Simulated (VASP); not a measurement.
Input of a VASP 6.6.1 run:

INCAR

```
SYSTEM = C
ALGO = Normal
EDIFF = 1E-6
ENCUT = 1300
GGA_COMPAT = .False.
ISIF = 2
ISMEAR = 0
LASPH = .True.
LCHARG = .True.
LELF = .True.
LREAL = .False.
LVHAR = .True.
LWAVE = .False.
NBANDS = 11
NELM = 120
PREC = Accurate
SIGMA = 0.05
```

Contents of KPOINTS:

```
k-points
0
Gamma
  13 13 13
  0 0 0
```

The input POSCAR:

```
C
1.0
    0.0000000000      1.7714007132      1.7714007132
    1.7714007132      0.0000000000      1.7714007132
    1.7714007132      1.7714007132      0.0000000000
C
2
Direct
    0.7500000000      0.7500000000      0.7500000000
    0.5000000000      0.5000000000      0.5000000000
```

Potentials or basis: VASP PAW LDA potentials, release 64 (C_h).

Run with:

```bash
$ cat potpaw_LDA.64/C_h/POTCAR > POTCAR
$ mpirun -np 1 vasp_std > vasp.out
```

Problem. Estimate the band gap on the k mesh.

Solution. 4.16 eV (least direct gap 5.60 eV).

Problem. Predict the pressure.

Solution. -3.4 GPa.

Caveat: the cell stands under tension; an odd mesh through Γ misses points on the zone boundary, where band edges can lie.
